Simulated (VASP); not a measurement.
Here is a VASP 6.6.1 calculation.

The input INCAR:

```
ALGO     = Normal         # electronic algorithm
EDIFF    = 1E-6           # SCF threshold, eV
ENCUT    = 500            # plane-wave cutoff, eV
GGA      = PS             # functional
GGA_COMPAT= F            
ISIF     = 2              # what is computed and relaxed
ISMEAR   = 0              # smearing method
ISPIN    = 2              # spin polarisation
LASPH    = T              # aspherical terms in the spheres
LCHARG   = F              # write CHGCAR
LMAXMIX  = 4              # l up to which the mixer works
LORBIT   = 11             # projections on sites
LREAL    = F              # projectors in reciprocal space
LWAVE    = F              # write WAVECAR
MAGMOM   = 1.49 0         # initial moments
NBANDS   = 20             # bands
NELM     = 200            # most SCF steps
PREC     = Accurate       # precision mode
SIGMA    = 0.05           # smearing width, eV
```

The input KPOINTS:

```
k-points
0
Gamma
  8 8 8
```

Contents of POSCAR:

```
NbTe
1.0
    0.0000000000      3.1550340357      3.1550340357
    3.1550340357      0.0000000000      3.1550340357
    3.1550340357      3.1550340357      0.0000000000
Nb Te
1 1
Direct
    0.0000000000      0.0000000000      0.0000000000
    0.2500000000      0.2500000000      0.2500000000
```

Potentials or basis: VASP PAW PBE potentials, release 64 (Nb_sv, Te).

Launch:

```console
$ cat potpaw_PBE.64/Nb_sv/POTCAR potpaw_PBE.64/Te/POTCAR > POTCAR
$ mpirun -np 1 vasp_std > vasp.out
```

(1) Predict the net moment.

(2) Estimate the pressure.

(3) What does it give for the site moments?

## Answers

(1) 2.09 μB per cell.

(2) -1.2 GPa.

(3) Nb +1.50; Te -0.04 μB.

Caveat: the PAW data sets were made with another functional, which shifts forces and pressure a little.
